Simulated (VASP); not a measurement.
# HfO2 (P1) in VASP: further runs

The runs below take HfO2 through single point, with LDA.

Program: VASP 6.6.1. These are calculated values, not measurements. Logs are shortened: lines on timing, memory, paths and dates and some standing lists are left out, and cuts for length are marked.

### Step 1. The cell of the first run

The typed cell holds 6 atoms: a = 4.755 Å, b = 4.651 Å, c = 3.179 Å, α = 93.45°, β = 87.18°, γ = 90.30°.

### Step 2. Single point, LDA (atoms moved at random and the cell strained at random)

INCAR

```
ALGO = Normal
EDIFF = 1E-6
ENCUT = 520
ISIF = 2
ISMEAR = 0
LASPH = T
LCHARG = F
LREAL = F
LWAVE = F
NBANDS = 31
NELM = 100
PREC = Accurate
SIGMA = 0.05
```

KPOINTS

```
k-points
0
Gamma
  6 6 8
```

POSCAR

```
HfO2
1.0
    4.7539768156     -0.0105439045      0.1169779298
   -0.0105439045      4.6485334444     -0.1416822755
    0.0778976398     -0.0943486936      3.1768687053
Hf O
2 4
Direct
    0.0121983219      0.0008904871     -0.0108155449
    0.5112226067      0.5161461970      0.5866250272
    0.1893996110      0.7887460659      0.4918393480
    0.2938369266      0.2918288337     -0.0102498659
    0.6959796425      0.6944358007     -0.0256616646
    0.7973628913      0.2079526156      0.4682627002
```

Potentials or basis: VASP PAW LDA potentials, release 64 (Hf_pv, O).

Started as:

```bash
$ cat potpaw_LDA.64/Hf_pv/POTCAR potpaw_LDA.64/O/POTCAR > POTCAR
$ mpirun -np 1 vasp_std > vasp.out
```

OUTCAR:

```text
EDIFF = 1E-6
   ENCUT = 520
   ISIF = 2
   ISMEAR = 0
   LASPH = T
   LREAL = F
   NELM = 100
   PREC = Accurate

 ion  position               nearest neighbor table
   1  0.012  0.001  0.989-   4 1.90   3 1.97   6 1.99   5 2.07   3 2.14   6 2.25   2 3.43   2 3.51
                             2 3.61   2 3.71   2 3.75   2 3.79   2 3.85
   2  0.511  0.516  0.587-   5 1.72   4 1.95   6 1.99   3 2.04   5 2.30   4 2.39   1 3.43   1 3.51
                             1 3.61   1 3.71   1 3.75   1 3.79   1 3.85
   3  0.189  0.789  0.492-   1 1.97   2 2.04   1 2.14
   4  0.294  0.292  0.990-   1 1.90   2 1.95   2 2.39
   5  0.696  0.694  0.974-   2 1.72   1 2.07   2 2.30
   6  0.797  0.208  0.468-   2 1.99   1 1.99   1 2.25

  LATTYP: Found a triclinic cell.
 ALAT       =     3.1792238815
 B/A-ratio  =     1.4628425774
 C/A-ratio  =     1.4957825127
 COS(alpha) =     0.0052320682
 COS(beta)  =     0.0491410212
 COS(gamma) =     0.0601604684

  Lattice vectors:

 A1 = (   0.0778976398,  -0.0943486936,   3.1768687053)
 A2 = (   0.0105439045,  -4.6485334444,   0.1416822755)
 A3 = (   4.7539768156,  -0.0105439045,   0.1169779298)

Analysis of symmetry for initial positions (statically):
=====================================================================
 Subroutine PRICEL returns:
 Original cell was already a primitive cell.

 Routine SETGRP: Setting up the symmetry group for a
 triclinic supercell.

 Subroutine GETGRP returns: Found  1 space group operations
 (whereof  1 operations were pure point group operations)
 out of a pool of  2 trial point group operations.

The static configuration has the point symmetry C_1 .

Analysis of symmetry for dynamics (positions and initial velocities):
=====================================================================
 Subroutine PRICEL returns:
 Original cell was already a primitive cell.

 Routine SETGRP: Setting up the symmetry group for a
 triclinic supercell.

 Subroutine GETGRP returns: Found  1 space group operations
 (whereof  1 operations were pure point group operations)
 out of a pool of  2 trial point group operations.

The dynamic configuration has the point symmetry C_1 .

 Subroutine INISYM returns: Found  1 space group operations
 (whereof  1 operations are pure point group operations),
 and found     1 'primitive' translations

[... 96 lines left out ...]
   ISPIN  =      1    spin polarized calculation?
   LNONCOLLINEAR =      F non collinear calculations
   LSORBIT =      F    spin-orbit coupling
   LASPH  =      T    aspherical Exc in radial PAW
   ENCUT  =  520.0 eV  38.22 Ry    6.18 a.u.   8.84  8.65  5.91*2*pi/ulx,y,z
   NELM   =    100;   NELMIN=  2; NELMDL= -5     # of ELM steps
   EDIFF  = 0.1E-05   stopping-criterion for ELM
   LREAL  =      F    real-space projection
   EDIFFG = 0.1E-04   stopping-criterion for IOM
   NSW    =      0    number of steps for IOM
   IBRION =     -1    ionic relax: 0-MD 1-quasi-New 2-CG
   NFREE  =      0    steps in history (QN), initial steepest desc. (CG)
   ISIF   =      2    stress and relaxation
   ISYM   =      2    0-nonsym 1-usesym 2-fastsym
   POTIM  = 0.5000    time-step for ionic-motion
   TEBEG  =    0.0;   TEEND  =   0.0 temperature during run
   PSTRESS=    0.0 pullay stress
   NELECT =      44.0000    total number of electrons
   NUPDOWN=      -1.0000    fix difference up-down
   EMIN   =  10.00;   EMAX   =-10.00  energy-range for DOS
   EFERMI =   0.00;   METHOD = LEGACY
   ISMEAR =     0;   SIGMA  =   0.05  broadening in eV -4-tet -1-fermi 0-gaus
   EFERMI_NEDOS =   21; number of points for ismear=-14 and -15
   IALGO  =     38    algorithm
   IMIX   =      4    mixing-type and parameters
     AMIX     =   0.40;   BMIX     =  1.00
     AMIX_MAG =   1.60;   BMIX_MAG =  1.00
  volume/ion in A,a.u.               =      11.68        78.84
  Fermi-wavevector in a.u.,A,eV,Ry     =   1.401696  2.648821 26.732060  1.964751
  Thomas-Fermi vector in A             =   2.524531
   LORBIT       =      0    0 simple, 1 ext, 2 COOP (PROOUT), +10 PAW based schemes
   GGA     = CA    functional components
   LHFCALC =     F    Hartree Fock is set to
   AEXX    =    0.0000 exact exchange contribution
   IVDW    =     0    specifies the selected vdW correction
   LEPSILON=     F    determine dielectric tensor
   LRPA    =     F    only Hartree local field effects (RPA)
 non-spin polarized calculation
 Gauss-broadening in eV      SIGMA  =   0.05
  energy-cutoff  :      520.00
  volume of cell :       70.10
 maximum number of plane-waves:      1907
   NGX = 17   NGY = 17   NGZ = 11

 number of electron      44.0000014 magnetization

 Free energy of the ion-electron system (eV)
  ---------------------------------------------------
  ext. energy  EPLUGINS =         0.00000000
  ---------------------------------------------------
  free energy    TOTEN  =       -64.41019533 eV

  energy without entropy =      -64.41019533  energy(sigma->0) =      -64.41019533

 E-fermi :   2.8171     XC(G=0): -11.7641

 val. band max:        2.5287341113   @ k =   0.0000   0.0000   0.0000
 cond. band min:       6.5056765535   @ k =   0.0000   0.0000   0.0000
 fundamental gap:      3.9769424422
 Fermi energy:         2.8171317944

 k-point     1 :       0.0000    0.0000    0.0000
  band No.  band energies     occupation
      1     -26.6604      2.00000
      2     -26.4046      2.00000
      3     -26.2244      2.00000
      4     -25.9451      2.00000
      5     -25.8095      2.00000
      6     -25.7400      2.00000
[... 805 lines left out ...]
     30      11.0136      0.00000
     31      12.4744      0.00000

 [... further k-points ...]
[... 5 lines left out ...]
  --------------------------------------------------------------------------------------
  -------------------------------------------------------------------------------------
  Total        9.0224478      8.6632912      9.5087354      4.8466685      8.7586727      0.8996716
  in kB      206.2144367    198.0056564    217.3288841    110.7740417    200.1856685     20.5626327
  external PRESSURE =     207.1829924 kB  Pullay stress =       0.0000000 kB

 VOLUME and BASIS-vectors are now :
 -----------------------------------------------------------------------------
  energy-cutoff  :      520.00
  volume of cell :       70.10
      direct lattice vectors                 reciprocal lattice vectors
     4.753976816 -0.010543904  0.116977930     0.210477674  0.000320399 -0.005151451
    -0.010543904  4.648533444 -0.141682276     0.000320399  0.215316999  0.006386767
     0.077897640 -0.094348694  3.176868705    -0.007735871  0.009590929  0.315249886

 POSITION                                       TOTAL-FORCE (eV/Angst)
 -----------------------------------------------------------------------------------
      0.13504     -0.08932      3.14381        -0.969810      0.077631      0.593558
      2.47059      2.33859      1.85030        -3.933560     -3.800156     -6.678035
      0.93040      3.61811      1.47291        -0.118962      0.272638     -1.630448
      1.47092      1.26010      3.13733         1.338421      1.189634      0.455287
      3.37725      3.12884      3.07837         3.177846      3.178437      6.059094
      3.82493      0.91409      1.55142         0.506065     -0.918184      1.200543
 -----------------------------------------------------------------------------------
    total drift:                                0.000780      0.000293      0.000064

  FREE ENERGIE OF THE ION-ELECTRON SYSTEM (eV)
  ---------------------------------------------------
  free  energy   TOTEN  =       -64.4101953337 eV

  energy  without entropy=      -64.4101953337  energy(sigma->0) =      -64.41019533
```

OSZICAR:

```text
N       E                     dE             d eps       ncg     rms          rms(c)
DAV:   1     0.243337487226E+03    0.24334E+03   -0.24830E+04  9176   0.140E+03
DAV:   2    -0.613900751015E+02   -0.30473E+03   -0.29409E+03 11565   0.357E+02
DAV:   3    -0.747071645077E+02   -0.13317E+02   -0.13262E+02 11418   0.679E+01
DAV:   4    -0.748335874915E+02   -0.12642E+00   -0.12637E+00 11347   0.735E+00
DAV:   5    -0.748351505088E+02   -0.15630E-02   -0.15630E-02 11906   0.755E-01    0.111E+02
DAV:   6    -0.647382049937E+02    0.10097E+02   -0.45590E+01 10191   0.392E+01    0.816E+01
DAV:   7    -0.644827382372E+02    0.25547E+00   -0.26159E+00 11102   0.104E+01    0.333E+01
DAV:   8    -0.644192367711E+02    0.63501E-01   -0.23098E-01 11830   0.307E+00    0.480E+00
DAV:   9    -0.644105349251E+02    0.87018E-02   -0.29147E-02 10765   0.128E+00    0.312E+00
DAV:  10    -0.644102628358E+02    0.27209E-03   -0.44031E-03 12068   0.423E-01    0.261E-01
DAV:  11    -0.644102221892E+02    0.40647E-04   -0.87896E-04 11052   0.229E-01    0.502E-01
DAV:  12    -0.644101954708E+02    0.26718E-04   -0.13980E-04 11003   0.847E-02    0.344E-02
DAV:  13    -0.644101954551E+02    0.15671E-07   -0.16593E-05 11226   0.268E-02    0.253E-02
DAV:  14    -0.644101953337E+02    0.12138E-06   -0.10940E-06  7322   0.956E-03
   1 F= -.64410195E+02 E0= -.64410195E+02  d E =-.348605E-18
```

stdout:

```text
POSCAR found type information on POSCAR HfO
 POSCAR found :  2 types and       6 ions
 scaLAPACK will be used
 LDA part: xc-table for (Slater(with rela. corr.)+CA(PZ))
 , standard interpolation
 POSCAR, INCAR and KPOINTS ok, starting setup
 FFT: planning ... GRIDC
 FFT: planning ... GRID_SOFT
 FFT: planning ... GRID
 WAVECAR not read
 entering main loop
```

Run time: 92 s. Hardware: 1 thread of Intel Xeon 6975P-C (Granite Rapids), shared host; peak memory 0.34 GiB.

What came out:

```
Free energy            : -64.4102 eV
Pressure               : 20.7 GPa
Largest force          : 8.632 eV/Å
Band gap on the k mesh : 3.98 eV, direct
```

Forces on the atoms (eV/Å):
```
Hf  -0.970  0.078  0.594
Hf  -3.934 -3.800 -6.678
O   -0.119  0.273 -1.630
O    1.338  1.190  0.455
O    3.178  3.178  6.059
O    0.506 -0.918  1.201
```

Stress tensor (GPa, compression positive):
```
20.62 11.08  2.06
11.08 19.80 20.02
 2.06 20.02 21.73
```

Caveat: the cell differs from its parent crystal (atoms moved at random and the cell strained at random); spin-orbit coupling is left out, which moves the levels of the heavy elements; forces of over 1 eV/Å act on the atoms, so gaps and moduli don't describe the material at rest. A k mesh can miss the band edges.

### Step 3. Single point, LDA (atoms moved at random and the cell strained at random)

INCAR

```
SYSTEM = HfO2
PREC = Accurate ; ENCUT = 520
EDIFF = 1E-6 ; ISMEAR = 0
SIGMA = 0.05 ; LREAL = .FALSE.
LASPH = .TRUE. ; NELM = 100
ALGO = Normal ; ISIF = 2
LWAVE = .FALSE. ; LCHARG = .FALSE.
GGA = CA ; NBANDS = 31
```

KPOINTS

```
Automatic mesh
0
G
  6 6 8
  0 0 0
```

POSCAR

```
HfO2
1.0
    4.7989053175     -0.0556823726     -0.0814554893
   -0.0556823726      4.8151449630      0.0020353615
   -0.0542426282      0.0013553827      3.1301643032
Hf O
2 4
Direct
   -0.0111597870      0.0074667340     -0.0176207280
    0.4967559737      0.4984763580      0.5078255686
    0.2045072468      0.8049249734      0.5231070031
    0.3024677400      0.3086921636     -0.0010628368
    0.6979538434      0.6874739203      0.0088621657
    0.8094749830      0.1929658505      0.4788888274
```

Potentials or basis: VASP PAW LDA potentials, release 64 (Hf_pv, O).

Started as:

```bash
$ cat potpaw_LDA.64/Hf_pv/POTCAR potpaw_LDA.64/O/POTCAR > POTCAR
$ mpirun -np 1 vasp_std > vasp.out
```

It took 94 s on 1 thread of Intel Xeon 6975P-C (Granite Rapids), shared host; peak memory 0.35 GiB.

The run converged. Its results:

- Free energy: -65.8261 eV
- Pressure: 2.4 GPa
- Largest force: 1.626 eV/Å
- Band gap on the k mesh: 3.85 eV, direct

Forces on the atoms (eV/Å):
```
Hf   1.141 -1.107  0.337
Hf  -0.316  0.521 -0.190
O   -0.336  0.253 -0.581
O   -0.216 -0.466 -0.078
O    0.395  0.340  0.165
O   -0.668  0.459  0.348
```

Stress tensor (GPa, compression positive):
```
-0.52  4.58  2.82
 4.58 -0.52  1.23
 2.82  1.23  8.16
```

Levels at points of the mesh, in eV from the valence-band top:
| k point | band 19 | band 20 | band 21 | band 22 | band 23 | band 24 | band 25 | band 26 |
| --- | --- | --- | --- | --- | --- | --- | --- | --- |
| (0.00, 0.00, 0.00) | -0.79 | -0.65 | -0.59 | 0.00 | 3.85 | 4.07 | 5.22 | 5.63 |
| (0.50, 0.00, 0.00) | -1.54 | -1.24 | -0.96 | -0.57 | 4.56 | 4.61 | 6.12 | 6.28 |
| (0.00, 0.50, 0.00) | -1.53 | -1.26 | -0.99 | -0.58 | 4.57 | 4.60 | 6.07 | 6.30 |
| (0.50, 0.50, 0.00) | -1.22 | -1.05 | -0.91 | -0.87 | 4.03 | 4.17 | 5.69 | 5.72 |
| (0.00, 0.00, 0.50) | -2.21 | -2.15 | -1.10 | -0.91 | 5.42 | 5.54 | 5.90 | 5.95 |
| (0.50, 0.00, 0.50) | -1.83 | -1.67 | -1.13 | -0.85 | 3.92 | 4.20 | 6.30 | 6.60 |
| (0.00, 0.50, 0.50) | -1.84 | -1.66 | -1.07 | -0.96 | 3.94 | 4.03 | 6.36 | 6.53 |
| (0.50, 0.50, 0.50) | -1.36 | -1.16 | -0.58 | -0.50 | 4.87 | 5.08 | 5.73 | 5.74 |

Caveat: the cell differs from its parent crystal (atoms moved at random and the cell strained at random); spin-orbit coupling is left out, which moves the levels of the heavy elements; forces of over 1 eV/Å act on the atoms, so gaps and moduli don't describe the material at rest. A k mesh can miss the band edges.
